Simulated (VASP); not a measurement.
# Y (Pm-3m) in VASP: notebook

Y is run at these levels: PBEsol; tasks: single point.

Everything below comes from runs of VASP 6.6.1. Logs are shortened: lines on timing, memory, paths and dates and some standing lists are left out, and cuts for length are marked.

**1. The cell of the first run**

Symmetry: Pm-3m, No. 221, cubic system. The conventional cell has a = 3.104 Å, b = 3.104 Å, c = 3.104 Å, α = 90.00°, β = 90.00°, γ = 90.00°. Y (site symmetry m-3m) has 6 Y at 3.10 Å within 4.1 Å.

**2. Single point, PBEsol (volume scaled by 0.92)**

INCAR

```
SYSTEM = Y
PREC = Accurate
ENCUT = 520
EDIFF = 1E-6
ISMEAR = -1
SIGMA = 0.08
LREAL = .FALSE.
LASPH = .TRUE.
NELM = 100
ALGO = Normal
ISIF = 2
LWAVE = .FALSE.
LCHARG = .TRUE.
GGA = PS
LELF = .TRUE.
LVHAR = .TRUE.
NBANDS = 12
```

KPOINTS

```
Automatic mesh
0
G
  12 12 12
  0 0 0
```

POSCAR

```
Y
1.0
    3.1035922038      0.0000000000      0.0000000000
    0.0000000000      3.1035922038      0.0000000000
    0.0000000000      0.0000000000      3.1035922038
Y
1
Direct
    0.0000000000      0.0000000000      0.0000000000
```

Potentials or basis: VASP PAW PBE potentials, release 64 (Y_sv).

Run with:

```bash
> cat potpaw_PBE.64/Y_sv/POTCAR > POTCAR
> mpirun -np 1 vasp_std > vasp.out
```

OUTCAR:

```text
SYSTEM = Y
   PREC = Accurate
   ENCUT = 520
   EDIFF = 1E-6
   ISMEAR = -1
   LREAL = .FALSE.
   LASPH = .TRUE.
   NELM = 100
   ISIF = 2
   GGA = PS

 ion  position               nearest neighbor table
   1  0.000  0.000  0.000-

  LATTYP: Found a simple cubic cell.
 ALAT       =     3.1035922038

  Lattice vectors:

 A1 = (   3.1035922038,   0.0000000000,   0.0000000000)
 A2 = (   0.0000000000,   3.1035922038,   0.0000000000)
 A3 = (   0.0000000000,   0.0000000000,   3.1035922038)

Analysis of symmetry for initial positions (statically):
=====================================================================
 Subroutine PRICEL returns:
 Original cell was already a primitive cell.

 Routine SETGRP: Setting up the symmetry group for a
 simple cubic supercell.

 Subroutine GETGRP returns: Found 48 space group operations
 (whereof 48 operations were pure point group operations)
 out of a pool of 48 trial point group operations.

The static configuration has the point symmetry O_h .

Analysis of symmetry for dynamics (positions and initial velocities):
=====================================================================
 Subroutine PRICEL returns:
 Original cell was already a primitive cell.

 Routine SETGRP: Setting up the symmetry group for a
 simple cubic supercell.

 Subroutine GETGRP returns: Found 48 space group operations
 (whereof 48 operations were pure point group operations)
 out of a pool of 48 trial point group operations.

The dynamic configuration has the point symmetry O_h .

 Subroutine INISYM returns: Found 48 space group operations
 (whereof 48 operations are pure point group operations),
 and found     1 'primitive' translations

----------------------------------------------------------------------------------------

                                     Primitive cell

  volume of cell :      29.8947

  direct lattice vectors                    reciprocal lattice vectors
     3.103592204  0.000000000  0.000000000     0.322207279  0.000000000  0.000000000
     0.000000000  3.103592204  0.000000000     0.000000000  0.322207279  0.000000000
     0.000000000  0.000000000  3.103592204     0.000000000  0.000000000  0.322207279

  length of vectors
     3.103592204  3.103592204  3.103592204     0.322207279  0.322207279  0.322207279

  position of ions in fractional coordinates (direct lattice)
     0.000000000  0.000000000  0.000000000

  ion indices of the primitive-cell ions
   primitive index   ion index
                 1           1

----------------------------------------------------------------------------------------

 KPOINTS: Automatic mesh

Automatic generation of k-mesh.
 Grid dimensions read from file:
 generate k-points for:   12   12   12

 Generating k-lattice:

  Cartesian coordinates                     Fractional coordinates (reciprocal lattice)
     0.026850607  0.000000000  0.000000000     0.083333333  0.000000000  0.000000000
     0.000000000  0.026850607  0.000000000     0.000000000  0.083333333  0.000000000
     0.000000000  0.000000000  0.026850607     0.000000000  0.000000000  0.083333333

  Length of vectors
     0.026850607  0.026850607  0.026850607

  Shift w.r.t. Gamma in fractional coordinates (k-lattice)
     0.000000000  0.000000000  0.000000000

 Subroutine IBZKPT returns following result:
 ===========================================

 Found     84 irreducible k-points:

 Following reciprocal coordinates:
            Coordinates               Weight
  0.000000  0.000000  0.000000      1.000000
  0.083333  0.000000  0.000000      6.000000
  0.166667  0.000000  0.000000      6.000000
  0.250000  0.000000  0.000000      6.000000
  0.333333  0.000000  0.000000      6.000000
  0.416667  0.000000  0.000000      6.000000
[... 16 lines left out ...]
  0.333333  0.333333  0.000000     12.000000
  0.416667  0.333333  0.000000     24.000000
 [... further k-points ...]
   k-points           NKPTS =     84   k-points in BZ     NKDIM =     84   number of bands    NBANDS=     12
   number of dos      NEDOS =    301   number of ions     NIONS =      1
   total plane-waves  NPLWV =  13824
   dimension x,y,z NGX =    24 NGY =   24 NGZ =   24
   dimension x,y,z NGXF=    48 NGYF=   48 NGZF=   48
   ions per type =               1
   NGX,Y,Z   is equivalent  to a cutoff of  12.86, 12.86, 12.86 a.u.
   NGXF,Y,Z  is equivalent  to a cutoff of  25.71, 25.71, 25.71 a.u.
 SYSTEM =  Y
   PREC   = accura    normal or accurate (medium, high low for compatibility)
   ISTART =      0    job   : 0-new  1-cont  2-samecut
   ICHARG =      2    charge: 1-file 2-atom 10-const
   ISPIN  =      1    spin polarized calculation?
   LNONCOLLINEAR =      F non collinear calculations
   LSORBIT =      F    spin-orbit coupling
   LASPH  =      T    aspherical Exc in radial PAW
   ENCUT  =  520.0 eV  38.22 Ry    6.18 a.u.   5.77  5.77  5.77*2*pi/ulx,y,z
   NELM   =    100;   NELMIN=  2; NELMDL= -5     # of ELM steps
   EDIFF  = 0.1E-05   stopping-criterion for ELM
   LREAL  =      F    real-space projection
   EDIFFG = 0.1E-04   stopping-criterion for IOM
   NSW    =      0    number of steps for IOM
   IBRION =     -1    ionic relax: 0-MD 1-quasi-New 2-CG
   NFREE  =      0    steps in history (QN), initial steepest desc. (CG)
   ISIF   =      2    stress and relaxation
   ISYM   =      2    0-nonsym 1-usesym 2-fastsym
   POTIM  = 0.5000    time-step for ionic-motion
   TEBEG  =    0.0;   TEEND  =   0.0 temperature during run
   PSTRESS=    0.0 pullay stress
   NELECT =      11.0000    total number of electrons
   NUPDOWN=      -1.0000    fix difference up-down
   EMIN   =  10.00;   EMAX   =-10.00  energy-range for DOS
   EFERMI =   0.00;   METHOD = LEGACY
   ISMEAR =    -1;   SIGMA  =   0.08  broadening in eV -4-tet -1-fermi 0-gaus
   EFERMI_NEDOS =   21; number of points for ismear=-14 and -15
   IALGO  =     38    algorithm
   IMIX   =      4    mixing-type and parameters
     AMIX     =   0.40;   BMIX     =  1.00
     AMIX_MAG =   1.60;   BMIX_MAG =  1.00
  volume/ion in A,a.u.               =      29.89       201.74
  Fermi-wavevector in a.u.,A,eV,Ry     =   1.173116  2.216868 18.724363  1.376202
  Thomas-Fermi vector in A             =   2.309534
   LORBIT       =      0    0 simple, 1 ext, 2 COOP (PROOUT), +10 PAW based schemes
   GGA     = PS    functional components
   LHFCALC =     F    Hartree Fock is set to
   AEXX    =    0.0000 exact exchange contribution
   IVDW    =     0    specifies the selected vdW correction
   LEPSILON=     F    determine dielectric tensor
   LRPA    =     F    only Hartree local field effects (RPA)
 non-spin polarized calculation
  energy-cutoff  :      520.00
  volume of cell :       29.89
 maximum number of plane-waves:       840
 NGX is ok and might be reduce to    24
   NGX = 11   NGY = 11   NGZ = 11

 number of electron      10.9999999 magnetization

 Free energy of the ion-electron system (eV)
  ---------------------------------------------------
  ext. energy  EPLUGINS =         0.00000000
  ---------------------------------------------------
  free energy    TOTEN  =        -6.02989424 eV

  energy without entropy =       -5.98351612  energy(sigma->0) =       -6.00670518

 E-fermi :   3.3486     XC(G=0):  -9.8557

 val. band max:        3.3305487405   @ k =   0.2500   0.2500   0.0000
 cond. band min:       3.3600672973   @ k =   0.5000   0.0000   0.0000
 fundamental gap:      0.0295185569
 Fermi energy:         3.3486449166

 k-point     1 :       0.0000    0.0000    0.0000
  band No.  band energies     occupation
      1     -39.3050      2.00000
      2     -18.7935      2.00000
      3     -18.7935      2.00000
      4     -18.7935      2.00000
      5      -1.3265      2.00000
      6       2.5246      1.99993
      7       2.5246      1.99993
      8       9.4415      0.00000
      9       9.4415      0.00000
     10       9.4415      0.00000
     11      14.5910      0.00000
     12      14.5910      0.00000

 k-point     2 :       0.0833    0.0000    0.0000
  band No.  band energies     occupation
      1     -39.2970      2.00000
      2     -18.8739      2.00000
      3     -18.7867      2.00000
      4     -18.7867      2.00000
      5      -1.1673      2.00000
      6       2.5729      1.99988
      7       2.6807      1.99953
      8       9.1084      0.00000
      9       9.1084      0.00000
     10       9.4622      0.00000
     11      13.8770      0.00000
     12      14.9899      0.00000

 k-point     3 :       0.1667    0.0000    0.0000
  band No.  band energies     occupation
      1     -39.2750      2.00000
      2     -19.0881      2.00000
      3     -18.7681      2.00000
      4     -18.7681      2.00000
      5      -0.7290      2.00000
      6       2.7093      1.99932
      7       3.1077      1.90621
      8       8.3746      0.00000
      9       8.3746      0.00000
     10       9.5194      0.00000
     11      12.5985      0.00000
     12      15.9028      0.00000
[... 286 lines left out ...]
 k-point    23 :       0.3333    0.3333    0.0000
  band No.  band energies     occupation
      1     -39.1264      2.00000
      2     -19.5367      2.00000
      3     -19.5087      2.00000
      4     -18.6440      2.00000
      5       1.6412      2.00000
      6       3.0751      1.93662
      7       5.9585      0.00000
      8       6.2666      0.00000
      9       7.3014      0.00000
     10       7.5713      0.00000
     11      12.0167      0.00000
     12      14.0564      0.00000

 k-point    24 :       0.4167    0.3333    0.0000
  band No.  band energies     occupation
      1     -39.1046      2.00000
      2     -19.7050      2.00000
      3     -19.4939      2.00000
      4     -18.6259      2.00000
      5       1.6039      2.00000
      6       3.1437      1.85670
      7       6.1395      0.00000
      8       7.0137      0.00000
      9       7.0322      0.00000
     10       7.5714      0.00000
     11      11.7644      0.00000
     12      14.6306      0.00000

 [... further k-points ...]

------------------------ aborting loop because EDIFF is reached ----------------------------------------

  FORCE on cell =-STRESS in cart. coord.  units (eV):
  Direction    XX          YY          ZZ          XY          YZ          ZX
  --------------------------------------------------------------------------------------
  -------------------------------------------------------------------------------------
  Total        0.4891433      0.4891433      0.4891433     -0.0000000     -0.0000000      0.0000000
  in kB       26.2151735     26.2151735     26.2151735     -0.0000000     -0.0000000      0.0000000
  external PRESSURE =      26.2151735 kB  Pullay stress =       0.0000000 kB

 VOLUME and BASIS-vectors are now :
 -----------------------------------------------------------------------------
  energy-cutoff  :      520.00
  volume of cell :       29.89
      direct lattice vectors                 reciprocal lattice vectors
     3.103592204  0.000000000  0.000000000     0.322207279  0.000000000  0.000000000
     0.000000000  3.103592204  0.000000000     0.000000000  0.322207279  0.000000000
     0.000000000  0.000000000  3.103592204     0.000000000  0.000000000  0.322207279

 POSITION                                       TOTAL-FORCE (eV/Angst)
 -----------------------------------------------------------------------------------
      0.00000      0.00000      0.00000         0.000000      0.000000      0.000000
 -----------------------------------------------------------------------------------
    total drift:                                0.000000      0.000000      0.000000

  FREE ENERGIE OF THE ION-ELECTRON SYSTEM (eV)
  ---------------------------------------------------
  free  energy   TOTEN  =        -6.0298942449 eV

  energy  without entropy=       -5.9835161243  energy(sigma->0) =       -6.00670518
```

Wall time 9.1 s (1 thread of Intel Xeon 6975P-C (Granite Rapids), shared host); peak memory 0.16 GiB.

Results:

- Free energy: -6.0299 eV
- Pressure: 2.6 GPa

Levels at points of the mesh, in eV from the Fermi level:
```csv
k point,band 1,band 2,band 3,band 4,band 5,band 6,band 7,band 8,band 9,band 10
"(0.00, 0.00, 0.00)",-42.65,-22.14,-22.14,-22.14,-4.68,-0.82,-0.82,6.09,6.09,6.09
"(0.50, 0.00, 0.00)",-42.53,-23.24,-22.04,-22.04,-1.72,0.01,0.30,3.07,3.07,6.42
"(0.50, 0.50, 0.00)",-42.42,-23.08,-23.08,-21.94,-2.30,0.27,3.74,3.74,4.32,4.32
"(0.50, 0.50, 0.50)",-42.30,-22.93,-22.93,-22.93,-0.84,-0.84,-0.84,5.69,8.19,8.19
```

Caveat: the PAW data sets were made with another functional, which shifts forces and pressure a little.

**3. Single point, PBEsol (volume scaled by 0.92)**

INCAR

```
PREC     = Accurate       # precision mode
ENCUT    = 520            # plane-wave cutoff, eV
EDIFF    = 1E-7           # SCF threshold, eV
ISMEAR   = -1             # smearing method
SIGMA    = 0.08           # smearing width, eV
LREAL    = False          # projectors in reciprocal space
LASPH    = True           # aspherical terms in the spheres
NELM     = 80             # most SCF steps
ALGO     = Normal         # electronic algorithm
ISIF     = 2              # what is computed and relaxed
LWAVE    = False          # write WAVECAR
LCHARG   = False          # write CHGCAR
GGA      = PS             # functional
NBANDS   = 12             # bands
```

KPOINTS

```
Automatic mesh
0
Gamma
  12 12 12
```

POSCAR is that of step 2.

Potentials or basis: VASP PAW PBE potentials, release 64 (Y_sv).

Run with:

```bash
> cat potpaw_PBE.64/Y_sv/POTCAR > POTCAR
> mpirun -np 1 vasp_std > vasp.out
```

Wall time 8.7 s (1 thread of Intel Xeon 6975P-C (Granite Rapids), shared host); peak memory 0.17 GiB.

The run converged. Its results:

- Free energy: -6.0299 eV
- Pressure: 2.6 GPa

Levels at points of the mesh, in eV from the Fermi level:
```csv
k point,band 1,band 2,band 3,band 4,band 5,band 6,band 7,band 8,band 9,band 10
"(0.00, 0.00, 0.00)",-42.65,-22.14,-22.14,-22.14,-4.68,-0.82,-0.82,6.09,6.09,6.09
"(0.50, 0.00, 0.00)",-42.53,-23.24,-22.04,-22.04,-1.72,0.01,0.30,3.07,3.07,6.42
"(0.50, 0.50, 0.00)",-42.42,-23.08,-23.08,-21.94,-2.30,0.27,3.74,3.74,4.32,4.32
"(0.50, 0.50, 0.50)",-42.30,-22.93,-22.93,-22.93,-0.84,-0.84,-0.84,5.69,8.19,8.19
```

Caveat: the PAW data sets were made with another functional, which shifts forces and pressure a little.

[end of part 1 of 2]
